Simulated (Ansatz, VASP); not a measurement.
**BN in VASP and in Ansatz**

File INCAR:

```
ALGO = Normal
EDIFF = 1E-6
ENCUT = 520
GGA = PE
ISIF = 2
ISMEAR = 0
LASPH = True
LCHARG = False
LREAL = False
LWAVE = False
NBANDS = 16
NELM = 60
PREC = Accurate
SIGMA = 0.05
```

File KPOINTS:

```
k-points
0
Gamma
  6 6 6
```

Contents of POSCAR:

```
BN
1.0
    0.0000000000     -1.8123937734     -1.8123937734
   -1.8123937734      0.0000000000     -1.8123937734
    1.8123937734      1.8123937734     -3.6247875468
B N
2 2
Direct
   -0.0203332258     -0.0003200587      0.0000000000
    0.5203332258      0.5003200587      0.5000000000
    0.3541916819      0.3746724631      0.8750000000
    0.8958083181      0.8753275369      0.3750000000
```

Input for Ansatz:

```yaml
crystal:
  lattice:
    - [0.0, -1.8123937734, -1.8123937734]
    - [-1.8123937734, 0.0, -1.8123937734]
    - [1.8123937734, 1.8123937734, -3.6247875468]
  atoms:
    - { symbol: B, position: [-0.0203332258, -0.0003200587, 0.0] }
    - { symbol: B, position: [0.5203332258, 0.5003200587, 0.5] }
    - { symbol: "N", position: [0.3541916819, 0.3746724631, 0.875] }
    - { symbol: "N", position: [0.8958083181, 0.8753275369, 0.375] }
basis:
  ecutwfc: 520.0
kpoints:
  mp_grid: { grid: [6, 6, 6] }
hamiltonian:
  xc: pbe
scf:
  occupations: { method: gaussian, width: 0.05 }
output:
  forces: true
  stress: true
  eigenvalues: true
```

Change from the starting cell: mode 4 frozen in at +0.017 Å and mode 5 at +0.051 Å (largest displacements).

Alike in both runs: task single point; functional PBE; k mesh 6 × 6 × 6; occupations gaussian, width 0.05 eV; no spin polarisation.

|  | VASP | Ansatz |
| --- | --- | --- |
| version | VASP 6.6.1 | Ansatz 0.2.0 |
| potentials or method | VASP PAW PBE potentials, release 64 (B, N), cutoff 520 eV | scalar-relativistic, plane waves, PAW |
| valence electrons in the cell | 16 | 16 |

Ansatz gave:

| Quantity | Value |
| --- | --- |
| gap on the k mesh at the Fermi level (eV) | 4.41 |
| least direct gap on the mesh (eV) | 6.34 |
| pressure (GPa) | -0.1 |
| traceless stress, the component that is largest in VASP (GPa) | 0.66 |
| rms of the force components (eV/Å) | 0.330 |

Task: Estimate VASP's values.

Result: gap on the k mesh at the Fermi level (eV): 4.40; least direct gap on the mesh (eV): 6.33; pressure (GPa): 0.1; traceless stress, the component that is largest in VASP (GPa): 0.66; rms of the force components (eV/Å): 0.330.

Atom by atom the forces differ by 0.000 eV/Å (rms over components).

The k mesh is coarse, so the values compare programs but aren't converged.
